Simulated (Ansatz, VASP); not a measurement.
**Two plane-wave programs on Na**

Contents of INCAR:

```
ALGO = Normal
EDIFF = 1E-8
ENCUT = 520
GGA = PE
ISIF = 2
ISMEAR = -1
LASPH = T
LCHARG = F
LEFG = T
LREAL = F
LWAVE = F
NBANDS = 14
NELM = 80
PREC = Accurate
SIGMA = 0.05
```

KPOINTS

```
k-points
0
Gamma
  10 10 6
```

File POSCAR:

```
Na
1.0
    3.6887707041      0.0368877070      0.0000000000
   -1.8124396607      3.1761252850      0.0000000000
    0.0000000000      0.0000000000      6.2691940000
Na
2
Direct
    0.3333333333      0.6666666667      0.2500000000
    0.6666666667      0.3333333333      0.7500000000
```

Input for Ansatz:

```yaml
crystal:
  lattice:
    - [3.6887707041, 0.036887707, 0.0]
    - [-1.8124396607, 3.176125285, 0.0]
    - [0.0, 0.0, 6.269194]
  atoms:
    - { symbol: Na, position: [0.3333333333, 0.6666666667, 0.25] }
    - { symbol: Na, position: [0.6666666667, 0.3333333333, 0.75] }
kpoints:
  mp_grid: { grid: [10, 10, 6] }
scf:
  occupations: { method: fermi_dirac, width: 0.05 }
hamiltonian:
  xc: pbe
  pseudopotentials: { kind: paw }
output:
  forces: true
  stress: true
  eigenvalues: true
  efg: { contact_densities: true }
```

Change from the starting cell: xy shear strain of +2 %, PAW files.

Alike in both runs: task electric field gradients; functional PBE; k mesh 10 × 10 × 6; occupations fermi-dirac, width 0.05 eV; no spin polarisation.

|  | VASP | Ansatz |
| --- | --- | --- |
| version | VASP 6.6.1 | Ansatz 0.2.0 |
| potentials or method | VASP PAW PBE potentials, release 64 (Na_pv) | PAW with Ansatz's default frozen-core files, scalar-relativistic |
| plane-wave cutoff (eV) | 520 | 420 |
| valence electrons in the cell | 14 | 18 |

|  | VASP | Ansatz | Ansatz less VASP |
| --- | --- | --- | --- |
| pressure (GPa) | 0.0 | 0.0 | 0.00 |
| traceless stress, the component that is largest in VASP (GPa) | -0.39 | -0.39 | +0.003 |
| rms of the force components (eV/Å) | 0.004 | 0.004 | 0.0000 |
| size of Vzz on the site where it differs most (V/Å²) | 0.3 | 0.3 | +0.01 |

Atom by atom the forces differ by 0.000 eV/Å (rms over components). The functional is the same, so the differences come from potentials, cutoffs and numerics. VASP's potentials hold 14 valence electrons a cell and Ansatz's 18, so a difference there can come from the potentials and not from the codes.
